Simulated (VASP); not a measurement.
# GeW (Fm-3m) in VASP: settings compared, part 2 of 2

VASP 6.6.1. Earlier steps stand in the parts before.

### 4 Single point, PBE

This run uses another cell than the first one, of 18.15 Å³/atom, 1.039 times its volume.

Contents of INCAR:

```
ALGO     = Normal         # electronic algorithm
EDIFF    = 1E-7           # SCF threshold, eV
ENCUT    = 520            # plane-wave cutoff, eV
GGA      = PE             # functional
ISIF     = 2              # what is computed and relaxed
ISMEAR   = -1             # smearing method
LASPH    = T              # aspherical terms in the spheres
LCHARG   = F              # write CHGCAR
LREAL    = F              # projectors in reciprocal space
LWAVE    = F              # write WAVECAR
NBANDS   = 21             # bands
NELM     = 100            # most SCF steps
PREC     = Accurate       # precision mode
SIGMA    = 0.05           # smearing width, eV
```

Contents of KPOINTS:

```
k-points
0
Gamma
  9 9 9
```

Contents of POSCAR:

```
GeW
1.0
    0.0000000000      2.6281642072      2.6281642072
    2.6281642072      0.0000000000      2.6281642072
    2.6281642072      2.6281642072      0.0000000000
Ge W
1 1
Direct
    0.5000000000      0.5000000000      0.5000000000
    0.0000000000      0.0000000000      0.0000000000
```

Potentials or basis: VASP PAW PBE potentials, release 64 (Ge_d, W_sv).

On the command line:

```bash
> cat potpaw_PBE.64/Ge_d/POTCAR potpaw_PBE.64/W_sv/POTCAR > POTCAR
> mpirun -np 1 vasp_std > vasp.out
```

OUTCAR:

```text
EDIFF = 1E-7
   ENCUT = 520
   GGA = PE
   ISIF = 2
   ISMEAR = -1
   LASPH = T
   LREAL = F
   NELM = 100
   PREC = Accurate

 ion  position               nearest neighbor table
   1  0.500  0.500  0.500-   2 2.63   2 2.63   2 2.63   2 2.63   2 2.63   2 2.63
   2  0.000  0.000  0.000-   1 2.63   1 2.63   1 2.63   1 2.63   1 2.63   1 2.63

  LATTYP: Found a face centered cubic cell.
 ALAT       =     5.2563284144

  Lattice vectors:

 A1 = (   0.0000000000,   2.6281642072,   2.6281642072)
 A2 = (   2.6281642072,   0.0000000000,   2.6281642072)
 A3 = (   2.6281642072,   2.6281642072,   0.0000000000)

Analysis of symmetry for initial positions (statically):
=====================================================================
 Subroutine PRICEL returns:
 Original cell was already a primitive cell.

 Routine SETGRP: Setting up the symmetry group for a
 face centered cubic supercell.

 Subroutine GETGRP returns: Found 48 space group operations
 (whereof 48 operations were pure point group operations)
 out of a pool of 48 trial point group operations.

The static configuration has the point symmetry O_h .

Analysis of symmetry for dynamics (positions and initial velocities):
=====================================================================
 Subroutine PRICEL returns:
 Original cell was already a primitive cell.

 Routine SETGRP: Setting up the symmetry group for a
 face centered cubic supercell.

 Subroutine GETGRP returns: Found 48 space group operations
 (whereof 48 operations were pure point group operations)
 out of a pool of 48 trial point group operations.

The dynamic configuration has the point symmetry O_h .

 Subroutine INISYM returns: Found 48 space group operations
 (whereof 48 operations are pure point group operations),
 and found     1 'primitive' translations

----------------------------------------------------------------------------------------
[... 102 lines left out ...]
   TEBEG  =    0.0;   TEEND  =   0.0 temperature during run
   PSTRESS=    0.0 pullay stress
   NELECT =      28.0000    total number of electrons
   NUPDOWN=      -1.0000    fix difference up-down
   EMIN   =  10.00;   EMAX   =-10.00  energy-range for DOS
   EFERMI =   0.00;   METHOD = LEGACY
   ISMEAR =    -1;   SIGMA  =   0.05  broadening in eV -4-tet -1-fermi 0-gaus
   EFERMI_NEDOS =   21; number of points for ismear=-14 and -15
   IALGO  =     38    algorithm
   IMIX   =      4    mixing-type and parameters
     AMIX     =   0.40;   BMIX     =  1.00
     AMIX_MAG =   1.60;   BMIX_MAG =  1.00
  volume/ion in A,a.u.               =      18.15       122.51
  Fermi-wavevector in a.u.,A,eV,Ry     =   1.501291  2.837029 30.665845  2.253876
  Thomas-Fermi vector in A             =   2.612681
   LORBIT       =      0    0 simple, 1 ext, 2 COOP (PROOUT), +10 PAW based schemes
   GGA     = PE    functional components
   LHFCALC =     F    Hartree Fock is set to
   AEXX    =    0.0000 exact exchange contribution
   IVDW    =     0    specifies the selected vdW correction
   LEPSILON=     F    determine dielectric tensor
   LRPA    =     F    only Hartree local field effects (RPA)
 non-spin polarized calculation
  energy-cutoff  :      520.00
  volume of cell :       36.31
 maximum number of plane-waves:      1002
   NGX = 13   NGY = 13   NGZ = 13

 number of electron      28.0000014 magnetization

 Free energy of the ion-electron system (eV)
  ---------------------------------------------------
  ext. energy  EPLUGINS =         0.00000000
  ---------------------------------------------------
  free energy    TOTEN  =       -15.66257485 eV

  energy without entropy =      -15.63784342  energy(sigma->0) =      -15.65020914

 E-fermi :   8.3346     XC(G=0): -12.1074

 val. band max:        8.2883911352   @ k =  -0.3333   0.3333   0.1111
 cond. band min:       8.3353724452   @ k =   0.3333   0.2222   0.0000
 fundamental gap:      0.0469813101
 Fermi energy:         8.3346135282

 k-point     1 :       0.0000    0.0000    0.0000
  band No.  band energies     occupation
      1     -66.2268      2.00000
      2     -30.3909      2.00000
      3     -30.3909      2.00000
      4     -30.3909      2.00000
      5     -16.0595      2.00000
      6     -16.0595      2.00000
[... 565 lines left out ...]
     20      19.6232      0.00000
     21      22.6541      0.00000

 [... further k-points ...]
[... 5 lines left out ...]
  --------------------------------------------------------------------------------------
  -------------------------------------------------------------------------------------
  Total       -1.9219744     -1.9219744     -1.9219744     -0.0000000      0.0000000     -0.0000000
  in kB      -84.8146136    -84.8146136    -84.8146136     -0.0000000      0.0000000     -0.0000000
  external PRESSURE =     -84.8146136 kB  Pullay stress =       0.0000000 kB

 VOLUME and BASIS-vectors are now :
 -----------------------------------------------------------------------------
  energy-cutoff  :      520.00
  volume of cell :       36.31
      direct lattice vectors                 reciprocal lattice vectors
     0.000000000  2.628164207  2.628164207    -0.190246865  0.190246865  0.190246865
     2.628164207  0.000000000  2.628164207     0.190246865 -0.190246865  0.190246865
     2.628164207  2.628164207  0.000000000     0.190246865  0.190246865 -0.190246865

 POSITION                                       TOTAL-FORCE (eV/Angst)
 -----------------------------------------------------------------------------------
      2.62816      2.62816      2.62816        -0.000000     -0.000000      0.000000
      0.00000      0.00000      0.00000         0.000000      0.000000     -0.000000
 -----------------------------------------------------------------------------------
    total drift:                                0.000000      0.000000      0.000000

  FREE ENERGIE OF THE ION-ELECTRON SYSTEM (eV)
  ---------------------------------------------------
  free  energy   TOTEN  =       -15.6625748513 eV

  energy  without entropy=      -15.6378434228  energy(sigma->0) =      -15.65020914
```

OSZICAR:

```text
N       E                     dE             d eps       ncg     rms          rms(c)
DAV:   1     0.220967929419E+03    0.22097E+03   -0.13996E+04  1670   0.298E+03
DAV:   2     0.421447513700E+01   -0.21675E+03   -0.20987E+03  1515   0.607E+02
DAV:   3    -0.162949582125E+02   -0.20509E+02   -0.20082E+02  1673   0.123E+02
DAV:   4    -0.167731806128E+02   -0.47822E+00   -0.47749E+00  1640   0.193E+01
DAV:   5    -0.167795290164E+02   -0.63484E-02   -0.63481E-02  1681   0.270E+00    0.152E+01
DAV:   6    -0.156941327436E+02    0.10854E+01   -0.29318E+00  1765   0.129E+01    0.332E+00
DAV:   7    -0.156715288443E+02    0.22604E-01   -0.92511E-02  1791   0.396E+00    0.195E+00
DAV:   8    -0.156632728614E+02    0.82560E-02   -0.23452E-02  1901   0.212E+00    0.191E-01
DAV:   9    -0.156625630865E+02    0.70977E-03   -0.32778E-03  1678   0.970E-01    0.817E-02
DAV:  10    -0.156625777582E+02   -0.14672E-04   -0.11892E-04  1649   0.108E-01    0.364E-02
DAV:  11    -0.156625749850E+02    0.27731E-05   -0.14892E-05  1793   0.379E-02    0.712E-03
DAV:  12    -0.156625748960E+02    0.89062E-07   -0.19630E-06  1777   0.114E-02    0.178E-03
DAV:  13    -0.156625748513E+02    0.44672E-07   -0.69414E-08   985   0.256E-03
   1 F= -.15662575E+02 E0= -.15650209E+02  d E =-.247314E-01
```

It took 13 s on 1 thread of Intel Xeon 6975P-C (Granite Rapids), shared host; peak memory 0.17 GiB.

Results:

```
Free energy            : -15.6626 eV
Pressure               : -8.5 GPa
Band gap on the k mesh : zero (band 14 reaches 8.79 eV, above the bottom of band 15 at 7.25 eV)
```

Caveat: spin-orbit coupling is left out, which moves the levels of the heavy elements.

### 5 Single point, LDA

This run uses another cell than the first one, of 16.22 Å³/atom, 0.929 times its volume.

Contents of INCAR:

```
  ALGO = Normal
  EDIFF = 1E-6
  ENCUT = 520
  GGA = CA
  ISIF = 2
  ISMEAR = -1
  LASPH = True
  LCHARG = False
  LREAL = False
  LWAVE = False
  NBANDS = 21
  NELM = 60
  PREC = Accurate
  SIGMA = 0.05
```

KPOINTS is that of step 4.

Contents of POSCAR:

```
GeW
1.0
    0.0000000000      2.5314695513      2.5314695513
    2.5314695513      0.0000000000      2.5314695513
    2.5314695513      2.5314695513      0.0000000000
Ge W
1 1
Direct
    0.5000000000      0.5000000000      0.5000000000
    0.0000000000      0.0000000000      0.0000000000
```

Potentials or basis: VASP PAW LDA potentials, release 64 (Ge_d, W_sv).

On the command line:

```bash
> cat potpaw_LDA.64/Ge_d/POTCAR potpaw_LDA.64/W_sv/POTCAR > POTCAR
> mpirun -np 1 vasp_std > vasp.out
```

Wall time 9.2 s (1 thread of Intel Xeon 6975P-C (Granite Rapids), shared host); peak memory 0.15 GiB.

Results (log left out):

- Free energy: -17.7046 eV
- Pressure: 0.9 GPa
- Band gap on the k mesh: zero (band 14 reaches 10.13 eV, above the bottom of band 15 at 8.30 eV)

Levels at points of the mesh, in eV from the Fermi level:
```
           k point  band 10  band 11  band 12  band 13  band 14  band 15  band 16  band 17  band 18  band 19
(0.00, 0.00, 0.00)   -12.70    -1.75    -1.75    -1.75    -0.90    -0.90     2.54     2.54     2.54     8.21
```

Caveat: spin-orbit coupling is left out, which moves the levels of the heavy elements.

### 6 Single point, PBEsol

This run uses another cell than the first one, of 16.57 Å³/atom, 0.949 times its volume.

Contents of INCAR:

```
SYSTEM = GeW
ALGO     = Normal         ! electronic algorithm
EDIFF    = 1E-6           ! SCF threshold, eV
ENCUT    = 520            ! plane-wave cutoff, eV
GGA      = PS             ! functional
ISIF     = 2              ! what is computed and relaxed
ISMEAR   = -1             ! smearing method
LASPH    = .True.         ! aspherical terms in the spheres
LCHARG   = .True.         ! write CHGCAR
LELF     = .True.         ! ELF
LREAL    = .False.        ! projectors in reciprocal space
LVHAR    = .True.       
LWAVE    = .False.        ! write WAVECAR
NBANDS   = 21             ! bands
NELM     = 80             ! most SCF steps
PREC     = Accurate       ! precision mode
SIGMA    = 0.05           ! smearing width, eV
```

Contents of KPOINTS:

```
k-points
0
Gamma
  9 9 9
  0 0 0
```

Contents of POSCAR:

```
GeW
1.0
    0.0000000000      2.5495411919      2.5495411919
    2.5495411919      0.0000000000      2.5495411919
    2.5495411919      2.5495411919      0.0000000000
Ge W
1 1
Direct
    0.5000000000      0.5000000000      0.5000000000
    0.0000000000      0.0000000000      0.0000000000
```

Potentials or basis: VASP PAW PBE potentials, release 64 (Ge_d, W_sv).

On the command line:

```bash
> cat potpaw_PBE.64/Ge_d/POTCAR potpaw_PBE.64/W_sv/POTCAR > POTCAR
> mpirun -np 1 vasp_std > vasp.out
```

It took 10 s on 1 thread of Intel Xeon 6975P-C (Granite Rapids), shared host; peak memory 0.17 GiB.

It converged, with:

```
Free energy            : -17.0699 eV
Pressure               : 0.3 GPa
Band gap on the k mesh : zero (band 14 reaches 9.89 eV, above the bottom of band 15 at 8.10 eV)
```

Levels at points of the mesh, in eV from the Fermi level:
```csv
k point,band 11,band 12,band 13,band 14,band 15,band 16,band 17,band 18
"(0.00, 0.00, 0.00)",-1.70,-1.70,-1.70,-0.89,-0.89,2.51,2.51,2.51
```

Caveat: the PAW data sets were made with another functional, which shifts forces and pressure a little; spin-orbit coupling is left out, which moves the levels of the heavy elements.

### 7 The runs side by side

```csv
level,potentials or basis,cell,gap on the mesh (eV),pressure (GPa)
PBE,"VASP PAW PBE potentials, release 64 (Ge_d, W_sv)","a = 3.669 Å, angles 60.0°, 2 atoms",none,-2.9
PBE,"VASP PAW PBE potentials, release 64 (Ge_d, W_sv)","a = 3.693 Å, angles 60.0°, 2 atoms",none,-5.8
PBE,"VASP PAW PBE potentials, release 64 (Ge_d, W_sv)","a = 3.717 Å, angles 60.0°, 2 atoms",none,-8.5
LDA,"VASP PAW LDA potentials, release 64 (Ge_d, W_sv)","a = 3.580 Å, angles 60.0°, 2 atoms",none,0.9
PBEsol,"VASP PAW PBE potentials, release 64 (Ge_d, W_sv)","a = 3.606 Å, angles 60.0°, 2 atoms",none,0.3
```

Alike in all rows: task single point; no spin polarisation; k mesh 9 × 9 × 9; cutoff (eV) 520; smearing fermi-dirac 0.05 eV.

Caveats: spin-orbit coupling is left out, which moves the levels of the heavy elements; the PAW data sets were made with another functional, which shifts forces and pressure a little (some runs).

Total energies depend on the potentials used, so only differences within one code and one set of settings carry meaning.
